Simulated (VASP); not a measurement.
As, 2 atoms in the cell. It takes space group P6_3/mmc (No. 194, hexagonal). The conventional cell has a = 3.077 Å, b = 3.077 Å, c = 4.696 Å, α = 90.00°, β = 90.00°, γ = 120.00°. Within 3.9 Å of As (site symmetry -6m2) lie 12 As at 2.94 to 3.08 Å. 

| Item | Value |
| --- | --- |
| Program | VASP 6.6.1 |
| Task | single point |
| Functional | PBE |
| Potentials or basis | VASP PAW PBE potentials, release 64 (As) |
| Cutoff | 520 eV |
| k mesh | 19 × 19 × 11 |
| Occupations | fermi-dirac, width 0.1 eV |
| Spin | no spin polarisation |
| Dipole correction | no |
| Further INCAR settings | ALGO = Normal; EDIFF = 1e-06; NBANDS = 12 |

Potentials or basis: VASP PAW PBE potentials, release 64 (As).

The run is started by

```sh
$ cat potpaw_PBE.64/As/POTCAR > POTCAR
$ mpirun -np 1 vasp_std > vasp.out
```

Hardware: 1 thread of Intel(R) Xeon(R) 6975P-C (Granite Rapids), with other jobs on the host.

Estimate the wall time of this run.

It took 45 s on 1 thread of Intel(R) Xeon(R) 6975P-C (Granite Rapids), with other jobs on the host, peak memory 0.22 GiB. Counts: scf iterations 9, k points 240.
